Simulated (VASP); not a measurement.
BW5:

```
CELL_PARAMETERS angstrom
4.36505 0.00000 0.00000
-2.18252 3.78024 0.00000
0.00000 0.00000 5.92534
ATOMIC_POSITIONS crystal
B 0.00000 0.00000 0.50000
W 0.66667 0.33333 0.79599
W 0.00000 0.00000 0.00000
W 0.66667 0.33333 0.20401
W 0.33333 0.66667 0.20401
W 0.33333 0.66667 0.79599
```

The cell was built from a structure type or drawn by symmetry, and may not be a known phase.

```yaml
Program: VASP 6.6.1
Task: relaxation of cell and atoms
Functional: PBE
Potentials_or_basis: VASP PAW PBE potentials, release 64 (B, W_sv)
Cutoff: 600 eV
k_mesh: 6 × 6 × 4
Occupations: gaussian, width 0.1 eV
Spin: no spin polarisation
```

At the start: pressure 16.4 GPa; volume 16.30 Å³/atom.

Task: How do energy, volume and symmetry change on relaxing?

Result: Over 13 steps the energy falls by 539.5 meV/atom and the volume is 15.44 Å³/atom (-5.2 %); space group P6/mmm (No. 191, to 0.1 Å) before and after.

Step by step:
| step | energy change (eV) | largest force (eV/Å) | pressure (GPa) | volume (Å³) |
| --- | --- | --- | --- | --- |
| 1 | 0.0000 | 3.6952 | 16.43 | 97.77 |
| 2 | 1.2150 | 0.5712 | -37.40 | 122.54 |
| 3 | -1.1546 | 1.2360 | -14.14 | 107.04 |
| 4 | -2.8802 | 1.7557 | -6.30 | 96.33 |
| 5 | -2.8984 | 1.4555 | -3.94 | 94.95 |
| 6 | -2.6694 | 2.1052 | 16.65 | 87.32 |
| 7 | -3.1363 | 0.2054 | 2.04 | 91.80 |
| 8 | -3.2115 | 0.0910 | -2.43 | 93.66 |
| 9 | -3.2349 | 0.1240 | -1.21 | 93.05 |
| 10 | -3.2349 | 0.1256 | -1.15 | 93.03 |
| 11 | -3.2326 | 0.0781 | 1.95 | 91.99 |
| 12 | -3.2372 | 0.0433 | 0.11 | 92.60 |
| 13 | -3.2373 | 0.0055 | -0.02 | 92.66 |

Final structure:
```
B W
1.0
     4.53557    0.00000    0.00000
    -2.26779    3.92792    0.00000
     0.00000    0.00000    5.20116
B W
1 5
Direct
  0.00000 0.00000 0.50000
  0.66667 0.33333 0.75304
  0.00000 0.00000 0.00000
  0.66667 0.33333 0.24696
  0.33333 0.66667 0.24696
  0.33333 0.66667 0.75304
```
